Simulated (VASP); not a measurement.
# TaN (I4/mmm) in VASP: notebook

The runs below take TaN through single point, with PBEsol.

All numbers are computed with VASP 6.6.1; they aren't measurements. Logs are shortened: lines on timing, memory, paths and dates and some standing lists are left out, and cuts for length are marked.

**1. The cell of the first run**

Symmetry: I4/mmm, No. 139, tetragonal system. Conventional cell: a = 3.205 Å, b = 3.205 Å, c = 4.358 Å, α = 90.00°, β = 90.00°, γ = 90.00°. Ta (site symmetry 4/mmm) has 6 N at 2.18 to 2.27 Å within 2.9 Å. N (site symmetry 4/mmm) has 6 Ta at 2.18 to 2.27 Å within 2.9 Å.

**2. Single point, PBEsol (strain +0.0400 x Voigt [1, 1, 0, 0, 0, 0])**

INCAR reads:

```
PREC = Accurate
ENCUT = 520
EDIFF = 1E-7
ISMEAR = 0
SIGMA = 0.15
LREAL = False
LASPH = True
NELM = 60
ALGO = Normal
ISIF = 2
LWAVE = False
LCHARG = False
GGA = PS
NBANDS = 15
```

KPOINTS reads:

```
regular mesh
0
Gamma
  18 18 18
```

POSCAR reads:

```
TaN
1.0
    0.0000000000      2.2661600000      2.1790000000
    2.2661600000      0.0000000000      2.1790000000
    2.2661600000      2.2661600000      0.0000000000
Ta N
1 1
Direct
    0.5000000000      0.5000000000      0.5000000000
    0.0000000000      0.0000000000      0.0000000000
```

Potentials or basis: VASP PAW PBE potentials, release 64 (Ta_pv, N).

The run is started by

```bash
cat potpaw_PBE.64/Ta_pv/POTCAR potpaw_PBE.64/N/POTCAR > POTCAR
mpirun -np 1 vasp_std > vasp.out
```

OUTCAR:

```text
PREC = Accurate
   ENCUT = 520
   EDIFF = 1E-7
   ISMEAR = 0
   LREAL = False
   LASPH = True
   NELM = 60
   ISIF = 2
   GGA = PS

 ion  position               nearest neighbor table
   1  0.500  0.500  0.500-   2 2.18   2 2.18   2 2.27   2 2.27   2 2.27   2 2.27
   2  0.000  0.000  0.000-   1 2.18   1 2.18   1 2.27   1 2.27   1 2.27   1 2.27

  LATTYP: Found a body centered tetragonal cell.
 ALAT       =     3.2048342065
 C/A-ratio  =     1.3598207331

  Lattice vectors:

 A1 = (   0.0000000000,  -2.2661600000,  -2.1790000000)
 A2 = (   0.0000000000,   2.2661600000,  -2.1790000000)
 A3 = (   2.2661600000,   0.0000000000,   2.1790000000)

Analysis of symmetry for initial positions (statically):
=====================================================================
 Subroutine PRICEL returns:
 Original cell was already a primitive cell.

 Routine SETGRP: Setting up the symmetry group for a
 body centered tetragonal supercell.

 Subroutine GETGRP returns: Found 16 space group operations
 (whereof 16 operations were pure point group operations)
 out of a pool of 16 trial point group operations.

The static configuration has the point symmetry D_4h.

Analysis of symmetry for dynamics (positions and initial velocities):
=====================================================================
 Subroutine PRICEL returns:
 Original cell was already a primitive cell.

 Routine SETGRP: Setting up the symmetry group for a
 body centered tetragonal supercell.

 Subroutine GETGRP returns: Found 16 space group operations
 (whereof 16 operations were pure point group operations)
 out of a pool of 16 trial point group operations.

The dynamic configuration has the point symmetry D_4h.

 Subroutine INISYM returns: Found 16 space group operations
 (whereof 16 operations are pure point group operations),
 and found     1 'primitive' translations

----------------------------------------------------------------------------------------

                                     Primitive cell

  volume of cell :      22.3804

  direct lattice vectors                    reciprocal lattice vectors
     0.000000000  2.266160000  2.179000000    -0.220637554  0.220637554  0.229463056
     2.266160000  0.000000000  2.179000000     0.220637554 -0.220637554  0.229463056
     2.266160000  2.266160000  0.000000000     0.220637554  0.220637554 -0.229463056

  length of vectors
     3.143806951  3.143806951  3.204834207     0.387317899  0.387317899  0.387317899

  position of ions in fractional coordinates (direct lattice)
     0.500000000  0.500000000  0.500000000
     0.000000000  0.000000000  0.000000000

  ion indices of the primitive-cell ions
   primitive index   ion index
                 1           1
                 2           2

----------------------------------------------------------------------------------------

 KPOINTS: regular mesh

Automatic generation of k-mesh.
 Grid dimensions read from file:
 generate k-points for:   18   18   18

 Generating k-lattice:

  Cartesian coordinates                     Fractional coordinates (reciprocal lattice)
    -0.012257642  0.012257642  0.012747948     0.055555556 -0.000000000  0.000000000
     0.012257642 -0.012257642  0.012747948    -0.000000000  0.055555556  0.000000000
     0.012257642  0.012257642 -0.012747948     0.000000000  0.000000000  0.055555556

  Length of vectors
     0.021517661  0.021517661  0.021517661

  Shift w.r.t. Gamma in fractional coordinates (k-lattice)
     0.000000000  0.000000000  0.000000000

 Subroutine IBZKPT returns following result:
 ===========================================

 Found    480 irreducible k-points:

 Following reciprocal coordinates:
            Coordinates               Weight
  0.000000  0.000000  0.000000      1.000000
  0.055556  0.000000  0.000000      8.000000
  0.111111  0.000000  0.000000      8.000000
  0.166667  0.000000  0.000000      8.000000
  0.222222  0.000000  0.000000      8.000000
  0.277778  0.000000  0.000000      8.000000
[... 16 lines left out ...]
 -0.277778  0.055556  0.000000      8.000000
 -0.222222  0.055556  0.000000      8.000000
 [... further k-points ...]
   k-points           NKPTS =    480   k-points in BZ     NKDIM =    480   number of bands    NBANDS=     15
   number of dos      NEDOS =    301   number of ions     NIONS =      2
   total plane-waves  NPLWV =  13824
   dimension x,y,z NGX =    24 NGY =   24 NGZ =   24
   dimension x,y,z NGXF=    48 NGYF=   48 NGZF=   48
   ions per type =               1   1
   NGX,Y,Z   is equivalent  to a cutoff of  12.69, 12.69, 12.45 a.u.
   NGXF,Y,Z  is equivalent  to a cutoff of  25.38, 25.38, 24.90 a.u.
 SYSTEM =  unknown system
   PREC   = accura    normal or accurate (medium, high low for compatibility)
   ISTART =      0    job   : 0-new  1-cont  2-samecut
   ICHARG =      2    charge: 1-file 2-atom 10-const
   ISPIN  =      1    spin polarized calculation?
   LNONCOLLINEAR =      F non collinear calculations
   LSORBIT =      F    spin-orbit coupling
   LASPH  =      T    aspherical Exc in radial PAW
   ENCUT  =  520.0 eV  38.22 Ry    6.18 a.u.   5.85  5.85  5.96*2*pi/ulx,y,z
   NELM   =     60;   NELMIN=  2; NELMDL= -5     # of ELM steps
   EDIFF  = 0.1E-06   stopping-criterion for ELM
   LREAL  =      F    real-space projection
   EDIFFG = 0.1E-05   stopping-criterion for IOM
   NSW    =      0    number of steps for IOM
   IBRION =     -1    ionic relax: 0-MD 1-quasi-New 2-CG
   NFREE  =      0    steps in history (QN), initial steepest desc. (CG)
   ISIF   =      2    stress and relaxation
   ISYM   =      2    0-nonsym 1-usesym 2-fastsym
   POTIM  = 0.5000    time-step for ionic-motion
   TEBEG  =    0.0;   TEEND  =   0.0 temperature during run
   PSTRESS=    0.0 pullay stress
   NELECT =      16.0000    total number of electrons
   NUPDOWN=      -1.0000    fix difference up-down
   EMIN   =  10.00;   EMAX   =-10.00  energy-range for DOS
   EFERMI =   0.00;   METHOD = LEGACY
   ISMEAR =     0;   SIGMA  =   0.15  broadening in eV -4-tet -1-fermi 0-gaus
   EFERMI_NEDOS =   21; number of points for ismear=-14 and -15
   IALGO  =     38    algorithm
   IMIX   =      4    mixing-type and parameters
     AMIX     =   0.40;   BMIX     =  1.00
     AMIX_MAG =   1.60;   BMIX_MAG =  1.00
  volume/ion in A,a.u.               =      11.19        75.52
  Fermi-wavevector in a.u.,A,eV,Ry     =   1.463835  2.766246 29.154727  2.142812
  Thomas-Fermi vector in A             =   2.579882
   LORBIT       =      0    0 simple, 1 ext, 2 COOP (PROOUT), +10 PAW based schemes
   GGA     = PS    functional components
   LHFCALC =     F    Hartree Fock is set to
   AEXX    =    0.0000 exact exchange contribution
   IVDW    =     0    specifies the selected vdW correction
   LEPSILON=     F    determine dielectric tensor
   LRPA    =     F    only Hartree local field effects (RPA)
 non-spin polarized calculation
 Gauss-broadening in eV      SIGMA  =   0.15
  energy-cutoff  :      520.00
  volume of cell :       22.38
 maximum number of plane-waves:       620
   NGX = 11   NGY = 11   NGZ = 11

 number of electron      15.9999999 magnetization

 Free energy of the ion-electron system (eV)
  ---------------------------------------------------
  ext. energy  EPLUGINS =         0.00000000
  ---------------------------------------------------
  free energy    TOTEN  =       -23.09486778 eV

  energy without entropy =      -23.08487148  energy(sigma->0) =      -23.08986963

 E-fermi :   8.7955     XC(G=0): -13.3067

 val. band max:        8.7916333440   @ k =  -0.0556   0.0000   0.0556
 cond. band min:       8.7980942804   @ k =   0.2222   0.0000   0.1111
 fundamental gap:      0.0064609365
 Fermi energy:         8.7954953175

 k-point     1 :       0.0000    0.0000    0.0000
  band No.  band energies     occupation
      1     -27.0008      2.00000
      2     -27.0008      2.00000
      3     -26.9768      2.00000
      4      -9.5887      2.00000
      5       5.1049      2.00000
      6       5.1049      2.00000
      7       5.2566      2.00000
      8       6.6777      2.00000
      9       6.6777      2.00000
     10       7.1174      2.00000
     11       8.5600      1.97362
     12       8.6687      1.76817
     13      10.3610      0.00000
     14      18.1754      0.00000
     15      21.0607      0.00000

 k-point     2 :       0.0556    0.0000    0.0000
  band No.  band energies     occupation
      1     -27.0189      2.00000
      2     -27.0036      2.00000
      3     -26.9830      2.00000
      4      -9.5196      2.00000
      5       4.7182      2.00000
      6       4.8338      2.00000
      7       4.9713      2.00000
      8       6.8158      2.00000
      9       6.8550      2.00000
     10       7.2231      2.00000
     11       8.8504      0.60440
     12       8.9726      0.09492
     13      10.6052      0.00000
     14      18.3943      0.00000
     15      21.0606      0.00000

 k-point     3 :       0.1111    0.0000    0.0000
  band No.  band energies     occupation
      1     -27.0816      2.00000
      2     -27.0117      2.00000
      3     -26.9902      2.00000
      4      -9.3181      2.00000
      5       3.8653      2.00000
      6       4.2565      2.00000
      7       4.3855      2.00000
      8       7.1280      2.00000
      9       7.1667      2.00000
     10       7.4402      2.00000
     11       9.5806      0.00000
     12       9.7266      0.00000
     13      11.2443      0.00000
     14      19.0088      0.00000
     15      21.0601      0.00000
[... 343 lines left out ...]
 k-point    23 :      -0.2778    0.0556    0.0000
  band No.  band energies     occupation
      1     -27.4510      2.00000
      2     -27.0526      2.00000
      3     -27.0431      2.00000
      4      -8.0026      2.00000
      5       0.6571      2.00000
      6       2.2734      2.00000
      7       2.6758      2.00000
      8       8.2646      2.00000
      9       8.6184      1.90505
     10       9.5256      0.00000
     11      13.1219      0.00000
     12      13.3030      0.00000
     13      13.4963      0.00000
     14      20.4654      0.00000
     15      21.0922      0.00000

 k-point    24 :      -0.2222    0.0556    0.0000
  band No.  band energies     occupation
      1     -27.3330      2.00000
      2     -27.0361      2.00000
      3     -27.0335      2.00000
      4      -8.4549      2.00000
      5       1.4965      2.00000
      6       2.7152      2.00000
      7       3.2052      2.00000
      8       7.8285      2.00000
      9       7.9799      2.00000
     10       8.9698      0.10038
     11      12.0374      0.00000
     12      12.4895      0.00000
     13      12.7136      0.00000
     14      20.8333      0.00000
     15      21.0815      0.00000

 [... further k-points ...]

------------------------ aborting loop because EDIFF is reached ----------------------------------------

  FORCE on cell =-STRESS in cart. coord.  units (eV):
  Direction    XX          YY          ZZ          XY          YZ          ZX
  --------------------------------------------------------------------------------------
  -------------------------------------------------------------------------------------
  Total       -3.4889640     -3.4889640     -0.8041367      0.0000000     -0.0000000      0.0000000
  in kB     -249.7690993   -249.7690993    -57.5668004      0.0000000     -0.0000000      0.0000000
  external PRESSURE =    -185.7016664 kB  Pullay stress =       0.0000000 kB

 VOLUME and BASIS-vectors are now :
 -----------------------------------------------------------------------------
  energy-cutoff  :      520.00
  volume of cell :       22.38
      direct lattice vectors                 reciprocal lattice vectors
     0.000000000  2.266160000  2.179000000    -0.220637554  0.220637554  0.229463056
     2.266160000  0.000000000  2.179000000     0.220637554 -0.220637554  0.229463056
     2.266160000  2.266160000  0.000000000     0.220637554  0.220637554 -0.229463056

 POSITION                                       TOTAL-FORCE (eV/Angst)
 -----------------------------------------------------------------------------------
      2.26616      2.26616      2.17900        -0.000000     -0.000000      0.000000
      0.00000      0.00000      0.00000         0.000000      0.000000      0.000000
 -----------------------------------------------------------------------------------
    total drift:                                0.000000     -0.000000     -0.000000

  FREE ENERGIE OF THE ION-ELECTRON SYSTEM (eV)
  ---------------------------------------------------
  free  energy   TOTEN  =       -23.0948677821 eV

  energy  without entropy=      -23.0848714766  energy(sigma->0) =      -23.08986963
```

It took 42 s on 1 thread of Intel Xeon 6975P-C (Granite Rapids), shared host; peak memory 0.27 GiB.

Results:

- Free energy: -23.0949 eV
- Pressure: -18.6 GPa
- Band gap on the k mesh: zero (band 8 reaches 10.38 eV, above the bottom of band 9 at 6.68 eV)

Caveat: the cell differs from its parent crystal (strain +0.0400 x Voigt [1, 1, 0, 0, 0, 0]); the PAW data sets were made with another functional, which shifts forces and pressure a little; spin-orbit coupling is left out, which moves the levels of the heavy elements.

**3. Single point, PBEsol (strain -0.0400 x Voigt [1, 1, 0, 0, 0, 0])**

INCAR reads:

```
  PREC = Accurate
  ENCUT = 520
  EDIFF = 1E-6
  ISMEAR = 0
  SIGMA = 0.15
  LREAL = False
  LASPH = True
  NELM = 80
  ALGO = Normal
  ISIF = 2
  LWAVE = False
  LCHARG = False
  GGA = PS
  NBANDS = 15
```

KPOINTS reads:

```
Automatic mesh
0
Gamma
  18 18 18
```

POSCAR reads:

```
TaN
1.0
    0.0000000000      2.0918400000      2.1790000000
    2.0918400000      0.0000000000      2.1790000000
    2.0918400000      2.0918400000      0.0000000000
Ta N
1 1
Direct
    0.5000000000      0.5000000000      0.5000000000
    0.0000000000      0.0000000000      0.0000000000
```

Potentials or basis: VASP PAW PBE potentials, release 64 (Ta_pv, N).

The run is started by

```bash
cat potpaw_PBE.64/Ta_pv/POTCAR potpaw_PBE.64/N/POTCAR > POTCAR
mpirun -np 1 vasp_std > vasp.out
```

Wall time 37 s (1 thread of Intel Xeon 6975P-C (Granite Rapids), shared host); peak memory 0.26 GiB.

It converged, with:

```
Free energy            : -22.9163 eV
Pressure               : 44.6 GPa
Band gap on the k mesh : zero (band 8 reaches 12.77 eV, above the bottom of band 9 at 8.38 eV)
```

Stress tensor (GPa, compression positive):
```
57.08  0.00  0.00
 0.00 57.08  0.00
 0.00  0.00 19.74
```

Levels at points of the mesh, in eV from the Fermi level:
| k point | band 4 | band 5 | band 6 | band 7 | band 8 | band 9 | band 10 | band 11 | band 12 | band 13 |
| --- | --- | --- | --- | --- | --- | --- | --- | --- | --- | --- |
| (0.00, 0.00, 0.00) | -19.73 | -4.28 | -4.02 | -4.02 | -2.83 | -2.26 | -2.26 | -0.52 | 0.37 | 2.83 |
| (0.50, 0.00, 0.00) | -15.90 | -11.33 | -8.46 | -8.42 | 2.12 | 2.31 | 2.55 | 4.15 | 8.10 | 9.38 |
| (0.50, 0.50, 0.00) | -18.48 | -7.13 | -6.25 | -4.70 | -4.70 | 2.45 | 4.21 | 4.21 | 5.69 | 7.98 |
| (0.50, 0.00, 0.50) | -18.45 | -6.61 | -6.32 | -5.05 | -4.79 | 2.37 | 3.87 | 4.55 | 5.99 | 8.22 |

Caveat: the cell differs from its parent crystal (strain -0.0400 x Voigt [1, 1, 0, 0, 0, 0]); the PAW data sets were made with another functional, which shifts forces and pressure a little; spin-orbit coupling is left out, which moves the levels of the heavy elements.

[end of part 1 of 2]
